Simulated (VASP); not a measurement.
HfSi2N2, 5 atoms in the cell. Symmetry: Fmmm, No. 69, orthorhombic system. Conventional cell: a = 4.900 Å, b = 4.954 Å, c = 10.921 Å, α = 90.00°, β = 90.00°, γ = 90.00°. Within 4.0 Å of Hf (site symmetry mmm) lie 10 N at 2.88 to 3.94 Å and 8 Si at 3.24 Å and 4 Hf at 3.48 Å. Si (site symmetry 222) has 4 N at 2.12 Å and 4 Si at 2.45 to 2.48 Å within 2.8 Å. N (site symmetry mm2) has 4 Si at 2.12 Å and 4 Hf at 2.88 to 2.90 Å and 1 N at 3.03 Å within 3.1 Å. The cell was generated, and may not be a known phase.

- Program: VASP 6.6.1
- Task: relaxation of cell and atoms
- Functional: PBE
- Potentials or basis: VASP PAW PBE potentials, release 64 (Hf_pv, Si, N)
- Cutoff: 600 eV
- k mesh: 6 × 6 × 6
- Occupations: gaussian, width 0.1 eV
- Spin: no spin polarisation
- Dipole correction: no
- Further INCAR settings: ALGO = Normal; EDIFF = 1e-07; IBRION = 2; EDIFFG = -0.04; NSW = 90; ISIF = 3

Potentials or basis: VASP PAW PBE potentials, release 64 (Hf_pv, Si, N).

Run with:

```bash
$ cat potpaw_PBE.64/Hf_pv/POTCAR potpaw_PBE.64/Si/POTCAR potpaw_PBE.64/N/POTCAR > POTCAR
$ mpirun -np 1 vasp_std > vasp.out
```

Hardware: 1 thread of Intel(R) Xeon(R) 6975P-C (Granite Rapids), with other jobs on the host.

Question: Estimate the wall time of this run.

Answer: It took 20 min on 1 thread of Intel(R) Xeon(R) 6975P-C (Granite Rapids), with other jobs on the host, peak memory 0.3 GiB. Counts: scf iterations 190, k points 46, ion steps 20.
